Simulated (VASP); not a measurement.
# Cd4Se3S (P-4m2) in VASP: notebook

Aim: see how the results for Cd4Se3S move with the level of theory and the settings. Levels: PBEsol, PBE. Tasks: single point.

Program: VASP 6.6.1. These are calculated values, not measurements. Logs are shortened: lines on timing, memory, paths and dates and some standing lists are left out, and cuts for length are marked.

## 1. The cell of the first run

The structure is tetragonal, space group P-4m2 (No. 115). The conventional cell has a = 4.337 Å, b = 4.337 Å, c = 12.233 Å, α = 90.00°, β = 90.00°, γ = 90.00°. Within 3.4 Å of Cd (site symmetry 2mm) lie 2 S at 2.59 Å and 2 Se at 2.67 Å. Cd (site symmetry 2mm) has 4 Se at 2.68 Å within 3.5 Å. Se (site symmetry 2mm) has 4 Cd at 2.67 to 2.68 Å within 3.5 Å. Within 3.5 Å of Se (site symmetry -4m2) lie 4 Cd at 2.68 Å. Within 3.4 Å of S (site symmetry -4m2) lie 4 Cd at 2.59 Å.

## 2. Single point, PBEsol

Input file INCAR:

```
SYSTEM = Cd4Se3S
PREC     = Accurate       ! precision mode
ENCUT    = 520            ! plane-wave cutoff, eV
EDIFF    = 1E-6           ! SCF threshold, eV
ISMEAR   = 0              ! smearing method
SIGMA    = 0.02           ! smearing width, eV
LREAL    = .False.        ! projectors in reciprocal space
LASPH    = .True.         ! aspherical terms in the spheres
NELM     = 100            ! most SCF steps
ALGO     = Normal         ! electronic algorithm
ISIF     = 2              ! what is computed and relaxed
LWAVE    = .False.        ! write WAVECAR
LCHARG   = .True.         ! write CHGCAR
GGA      = PS             ! functional
LELF     = .True.         ! ELF
LVHAR    = .True.       
NBANDS   = 46             ! bands
```

Input file KPOINTS:

```
Automatic mesh
0
Gamma
  8 8 4
  0 0 0
```

Input file POSCAR:

```
Cd4Se3S
1.0
    4.3365106568      0.0000000000      0.0000000000
    0.0000000000      4.3365106568      0.0000000000
    0.0000000000      0.0000000000     12.2326177209
Cd Se S
4 3 1
Direct
    0.5000000000      0.0000000000      0.8843514796
    0.0000000000      0.5000000000      0.1156485204
    0.5000000000      0.0000000000      0.3716567237
    0.0000000000      0.5000000000      0.6283432763
    0.5000000000      0.5000000000      0.2435707226
    0.0000000000      0.0000000000      0.5000000000
    0.5000000000      0.5000000000      0.7564292774
    0.0000000000      0.0000000000      0.0000000000
```

Potentials or basis: VASP PAW PBE potentials, release 64 (Cd, Se, S).

Command:

```
$ cat potpaw_PBE.64/Cd/POTCAR potpaw_PBE.64/Se/POTCAR potpaw_PBE.64/S/POTCAR > POTCAR
$ mpirun -np 1 vasp_std > vasp.out
```

OUTCAR:

```text
SYSTEM = Cd4Se3S
   PREC = Accurate
   ENCUT = 520
   EDIFF = 1E-6
   ISMEAR = 0
   LREAL = .False.
   LASPH = .True.
   NELM = 100
   ISIF = 2
   GGA = PS

 ion  position               nearest neighbor table
   1  0.500  0.000  0.884-   8 2.59   8 2.59   7 2.67   7 2.67
   2  0.000  0.500  0.116-   8 2.59   8 2.59   5 2.67   5 2.67
   3  0.500  0.000  0.372-   5 2.68   5 2.68   6 2.68   6 2.68
   4  0.000  0.500  0.628-   7 2.68   7 2.68   6 2.68   6 2.68
   5  0.500  0.500  0.244-   2 2.67   2 2.67   3 2.68   3 2.68
   6  0.000  0.000  0.500-   3 2.68   4 2.68   4 2.68   3 2.68
   7  0.500  0.500  0.756-   1 2.67   1 2.67   4 2.68   4 2.68
   8  0.000  0.000  0.000-   1 2.59   2 2.59   2 2.59   1 2.59

  LATTYP: Found a simple tetragonal cell.
 ALAT       =     4.3365106568
 C/A-ratio  =     2.8208434589

  Lattice vectors:

 A1 = (   4.3365106568,   0.0000000000,   0.0000000000)
 A2 = (   0.0000000000,   4.3365106568,   0.0000000000)
 A3 = (   0.0000000000,   0.0000000000,  12.2326177209)

Analysis of symmetry for initial positions (statically):
=====================================================================
 Subroutine PRICEL returns:
 Original cell was already a primitive cell.

 Routine SETGRP: Setting up the symmetry group for a
 simple tetragonal supercell.

 Subroutine GETGRP returns: Found  8 space group operations
 (whereof  8 operations were pure point group operations)
 out of a pool of 16 trial point group operations.

The static configuration has the point symmetry D_2d.

Analysis of symmetry for dynamics (positions and initial velocities):
=====================================================================
 Subroutine PRICEL returns:
 Original cell was already a primitive cell.

 Routine SETGRP: Setting up the symmetry group for a
 simple tetragonal supercell.

 Subroutine GETGRP returns: Found  8 space group operations
 (whereof  8 operations were pure point group operations)
 out of a pool of 16 trial point group operations.

The dynamic configuration has the point symmetry D_2d.

 Subroutine INISYM returns: Found  8 space group operations
 (whereof  8 operations are pure point group operations),
 and found     1 'primitive' translations

----------------------------------------------------------------------------------------

[... 108 lines left out ...]
   IBRION =     -1    ionic relax: 0-MD 1-quasi-New 2-CG
   NFREE  =      0    steps in history (QN), initial steepest desc. (CG)
   ISIF   =      2    stress and relaxation
   ISYM   =      2    0-nonsym 1-usesym 2-fastsym
   POTIM  = 0.5000    time-step for ionic-motion
   TEBEG  =    0.0;   TEEND  =   0.0 temperature during run
   PSTRESS=    0.0 pullay stress
   NELECT =      72.0000    total number of electrons
   NUPDOWN=      -1.0000    fix difference up-down
   EMIN   =  10.00;   EMAX   =-10.00  energy-range for DOS
   EFERMI =   0.00;   METHOD = LEGACY
   ISMEAR =     0;   SIGMA  =   0.02  broadening in eV -4-tet -1-fermi 0-gaus
   EFERMI_NEDOS =   21; number of points for ismear=-14 and -15
   IALGO  =     38    algorithm
   IMIX   =      4    mixing-type and parameters
     AMIX     =   0.40;   BMIX     =  1.00
     AMIX_MAG =   1.60;   BMIX_MAG =  1.00
  volume/ion in A,a.u.               =      28.75       194.05
  Fermi-wavevector in a.u.,A,eV,Ry     =   1.111524  2.100476 16.809808  1.235486
  Thomas-Fermi vector in A             =   2.248088
   LORBIT       =      0    0 simple, 1 ext, 2 COOP (PROOUT), +10 PAW based schemes
   GGA     = PS    functional components
   LHFCALC =     F    Hartree Fock is set to
   AEXX    =    0.0000 exact exchange contribution
   IVDW    =     0    specifies the selected vdW correction
   LEPSILON=     F    determine dielectric tensor
   LRPA    =     F    only Hartree local field effects (RPA)
 non-spin polarized calculation
 Gauss-broadening in eV      SIGMA  =   0.02
  energy-cutoff  :      520.00
  volume of cell :      230.04
 maximum number of plane-waves:      6272
   NGX = 17   NGY = 17   NGZ = 45

 number of electron      71.9999971 magnetization

 Free energy of the ion-electron system (eV)
  ---------------------------------------------------
  ext. energy  EPLUGINS =         0.00000000
  ---------------------------------------------------
  free energy    TOTEN  =       -25.23584502 eV

  energy without entropy =      -25.23584502  energy(sigma->0) =      -25.23584502

 E-fermi :   0.6557     XC(G=0):  -8.9280

 val. band max:        0.5150683275   @ k =   0.0000   0.0000   0.0000
 cond. band min:       0.9850825262   @ k =   0.0000   0.0000   0.0000
 fundamental gap:      0.4700141987
 Fermi energy:         0.6557194960

 k-point     1 :       0.0000    0.0000    0.0000
  band No.  band energies     occupation
      1     -11.7847      2.00000
      2     -11.5784      2.00000
      3     -11.5288      2.00000
      4     -11.3088      2.00000
      5      -7.2125      2.00000
      6      -7.2125      2.00000
[... 1165 lines left out ...]
     45       6.7679      0.00000
     46       6.8031      0.00000

 [... further k-points ...]

------------------------ aborting loop because EDIFF is reached ----------------------------------------

  FORCE on cell =-STRESS in cart. coord.  units (eV):
  Direction    XX          YY          ZZ          XY          YZ          ZX
  --------------------------------------------------------------------------------------
  -------------------------------------------------------------------------------------
  Total       -3.3718947     -3.3718947     -3.3144785      0.0000000      0.0000000     -0.0000000
  in kB      -23.4846636    -23.4846636    -23.0847701      0.0000000      0.0000000     -0.0000000
  external PRESSURE =     -23.3513657 kB  Pullay stress =       0.0000000 kB

 VOLUME and BASIS-vectors are now :
 -----------------------------------------------------------------------------
  energy-cutoff  :      520.00
  volume of cell :      230.04
      direct lattice vectors                 reciprocal lattice vectors
     4.336510657  0.000000000  0.000000000     0.230600148  0.000000000  0.000000000
     0.000000000  4.336510657  0.000000000     0.000000000  0.230600148  0.000000000
     0.000000000  0.000000000 12.232617721     0.000000000  0.000000000  0.081748651

 POSITION                                       TOTAL-FORCE (eV/Angst)
 -----------------------------------------------------------------------------------
      2.16826      0.00000     10.81793        -0.000000     -0.000000     -0.009952
      0.00000      2.16826      1.41468        -0.000000      0.000000      0.009952
      2.16826      0.00000      4.54633        -0.000000      0.000000      0.000192
      0.00000      2.16826      7.68628         0.000000      0.000000     -0.000192
      2.16826      2.16826      2.97951        -0.000000     -0.000000      0.001950
      0.00000      0.00000      6.11631        -0.000000      0.000000      0.000000
      2.16826      2.16826      9.25311        -0.000000      0.000000     -0.001950
      0.00000      0.00000      0.00000        -0.000000      0.000000      0.000000
 -----------------------------------------------------------------------------------
    total drift:                                0.000000      0.000000      0.000000

  FREE ENERGIE OF THE ION-ELECTRON SYSTEM (eV)
  ---------------------------------------------------
  free  energy   TOTEN  =       -25.2358450226 eV

  energy  without entropy=      -25.2358450226  energy(sigma->0) =      -25.23584502
```

OSZICAR:

```text
N       E                     dE             d eps       ncg     rms          rms(c)
DAV:   1     0.490022554307E+03    0.49002E+03   -0.33710E+04  4140   0.140E+03
DAV:   2     0.485647378599E+01   -0.48517E+03   -0.47076E+03  4604   0.345E+02
DAV:   3    -0.265159265517E+02   -0.31372E+02   -0.31164E+02  4782   0.835E+01
DAV:   4    -0.269021412320E+02   -0.38621E+00   -0.38570E+00  4648   0.891E+00
DAV:   5    -0.269065198789E+02   -0.43786E-02   -0.43781E-02  4884   0.903E-01    0.114E+01
DAV:   6    -0.253021067623E+02    0.16044E+01   -0.35021E+00  5074   0.139E+01    0.921E+00
DAV:   7    -0.252502225980E+02    0.51884E-01   -0.11981E+00  4576   0.427E+00    0.399E+00
DAV:   8    -0.252376360010E+02    0.12587E-01   -0.15620E-01  4854   0.291E+00    0.585E-01
DAV:   9    -0.252355786421E+02    0.20574E-02   -0.23769E-02  4748   0.130E+00    0.160E-01
DAV:  10    -0.252356762537E+02   -0.97612E-04   -0.20157E-03  4554   0.287E-01    0.957E-02
DAV:  11    -0.252357774663E+02   -0.10121E-03   -0.20476E-04  4642   0.717E-02    0.497E-02
DAV:  12    -0.252358411863E+02   -0.63720E-04   -0.10503E-04  4538   0.499E-02    0.249E-02
DAV:  13    -0.252358458044E+02   -0.46181E-05   -0.78207E-06  4226   0.134E-02    0.124E-02
DAV:  14    -0.252358450226E+02    0.78187E-06   -0.71652E-06  4274   0.158E-02
   1 F= -.25235845E+02 E0= -.25235845E+02  d E =-.292682E-25
```

Run time: 4.3 min. Hardware: 1 thread of AMD EPYC 9R45 (Zen 5), shared host; peak memory 0.51 GiB.

What came out:

| Quantity | Value |
| --- | --- |
| Free energy | -25.2358 eV |
| Pressure | -2.3 GPa |
| Largest force | 0.010 eV/Å |
| Band gap on the k mesh | 0.47 eV |

Forces in eV/Å, atoms in the order of the input:
```
Cd   0.000  0.000 -0.010
Cd   0.000  0.000  0.010
Cd   0.000  0.000  0.000
Cd   0.000  0.000  0.000
Se   0.000  0.000  0.002
Se   0.000  0.000  0.000
Se   0.000  0.000 -0.002
S    0.000  0.000  0.000
```

Levels at points of the mesh, in eV from the valence-band top:
```tsv
k point	band 32	band 33	band 34	band 35	band 36	band 37	band 38	band 39	band 40	band 41
(0.00, 0.00, 0.00)	-0.85	-0.85	-0.03	0.00	0.00	0.47	3.11	3.12	3.19	3.70
(0.50, 0.00, 0.00)	-0.72	-0.70	-0.61	-0.60	-0.59	2.28	2.38	3.58	3.65	5.61
(0.50, 0.50, 0.00)	-2.04	-1.76	-1.72	-1.72	-1.66	3.06	3.26	3.73	3.73	4.82
(0.00, 0.00, 0.50)	-1.23	-0.40	-0.40	-0.22	-0.22	1.77	1.83	3.34	3.40	3.68
(0.50, 0.00, 0.50)	-1.26	-1.10	-0.60	-0.60	-0.60	2.88	2.93	2.94	3.07	5.74
(0.50, 0.50, 0.50)	-1.90	-1.88	-1.88	-1.84	-1.82	3.77	3.81	3.85	4.05	4.12
```

Caveat: the PAW data sets were made with another functional, which shifts forces and pressure a little.

## 3. Single point, PBE

Input file INCAR:

```
SYSTEM = Cd4Se3S
ALGO = Normal
EDIFF = 1E-6
ENCUT = 520
GGA = PE
ISIF = 2
ISMEAR = 0
LASPH = .True.
LCHARG = .True.
LELF = .True.
LREAL = .False.
LVHAR = .True.
LWAVE = .False.
NBANDS = 46
NELM = 60
PREC = Accurate
SIGMA = 0.02
```

Input file KPOINTS:

```
k-points
0
Gamma
  8 8 4
  0 0 0
```

POSCAR is that of step 2.

Potentials or basis: VASP PAW PBE potentials, release 64 (Cd, Se, S).

Command:

```
$ cat potpaw_PBE.64/Cd/POTCAR potpaw_PBE.64/Se/POTCAR potpaw_PBE.64/S/POTCAR > POTCAR
$ mpirun -np 1 vasp_std > vasp.out
```

Wall time 9.3 min (1 thread of Intel Xeon 8259CL, shared host); peak memory 0.54 GiB.

The run converged. Its results:

* Free energy: -22.6148 eV
* Pressure: 0.3 GPa
* Largest force: 0.003 eV/Å
* Band gap on the k mesh: 0.59 eV

Forces in eV/Å, atoms in the order of the input:
```
Cd   0.000  0.000 -0.003
Cd   0.000  0.000  0.003
Cd   0.000  0.000  0.001
Cd   0.000  0.000 -0.001
Se   0.000  0.000  0.002
Se   0.000  0.000  0.000
Se   0.000  0.000 -0.002
S    0.000  0.000  0.000
```

Levels at points of the mesh, in eV from the valence-band top:
```tsv
k point	band 34	band 35	band 36	band 37	band 38	band 39
(0.00, 0.00, 0.00)	-0.03	0.00	0.00	0.59	3.19	3.21
(0.50, 0.00, 0.00)	-0.60	-0.59	-0.58	2.38	2.49	3.66
(0.50, 0.50, 0.00)	-1.70	-1.70	-1.63	3.20	3.40	3.81
(0.00, 0.00, 0.50)	-0.40	-0.22	-0.22	1.84	1.91	3.48
(0.50, 0.00, 0.50)	-0.59	-0.59	-0.59	2.97	3.02	3.02
(0.50, 0.50, 0.50)	-1.85	-1.81	-1.79	3.90	3.94	3.97
```
